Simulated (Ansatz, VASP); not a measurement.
## Two plane-wave programs on C

File INCAR:

```
ALGO     = Normal         # electronic algorithm
EDIFF    = 1E-6           # SCF threshold, eV
ENCUT    = 520            # plane-wave cutoff, eV
ISIF     = 2              # what is computed and relaxed
ISMEAR   = -1             # smearing method
LASPH    = T              # aspherical terms in the spheres
LCHARG   = T              # write CHGCAR
LELF     = T              # ELF
LREAL    = F              # projectors in reciprocal space
LVHAR    = T            
LWAVE    = F              # write WAVECAR
NBANDS   = 16             # bands
NELM     = 80             # most SCF steps
PREC     = Accurate       # precision mode
SIGMA    = 0.05           # smearing width, eV
```

File KPOINTS:

```
k-points
0
Gamma
  12 12 2
```

POSCAR

```
C
1.0
    2.4885499956      0.0000000000      0.0000000000
   -1.2442749978      2.1551475148      0.0000000000
    0.0000000000      0.0000000000     24.4515486963
C
4
Direct
    0.6666666667      0.3333333333      0.5704754400
    0.3333333333      0.6666666667      0.4295245600
    0.0000000000      0.0000000000      0.4295312300
    0.0000000000      0.0000000000      0.5704687700
```

Contents of input.yaml:

```yaml
crystal:
  lattice:
    - [2.4885499956, 0.0, 0.0]
    - [-1.2442749978, 2.1551475148, 0.0]
    - [0.0, 0.0, 24.4515486963]
  atoms:
    - { symbol: C, position: [0.6666666667, 0.3333333333, 0.57047544] }
    - { symbol: C, position: [0.3333333333, 0.6666666667, 0.42952456] }
    - { symbol: C, position: [0.0, 0.0, 0.42953123] }
    - { symbol: C, position: [0.0, 0.0, 0.57046877] }
hamiltonian:
  xc: lda
  pseudopotentials: { kind: paw }
kpoints:
  mp_grid: { grid: [12, 12, 2] }
scf:
  occupations: { method: fermi_dirac, width: 0.05 }
output:
  forces: true
  stress: true
  eigenvalues: true
```

Alike in both runs: task single point; functional LDA; k mesh 12 × 12 × 2; occupations fermi-dirac, width 0.05 eV; no spin polarisation.

```csv
,VASP,Ansatz
version,VASP 6.6.1,Ansatz 0.2.0
potentials or method,"VASP PAW LDA potentials, release 64 (C)",Ansatz PAW
plane-wave cutoff (eV),520,420
valence electrons in the cell,16,16
```

```csv
,VASP,Ansatz,Ansatz less VASP
gap on the k mesh at the Fermi level (eV),none,none,-
rms of the force components (eV/Å),0.011,0.011,-0.0002
```

LDA's correlation is that of Perdew and Zunger in VASP and of Perdew and Wang (1992) in Ansatz. Atom by atom the forces differ by 0.000 eV/Å (rms over components). A gap of «none» marks a metal or a gap that the smearing closes.
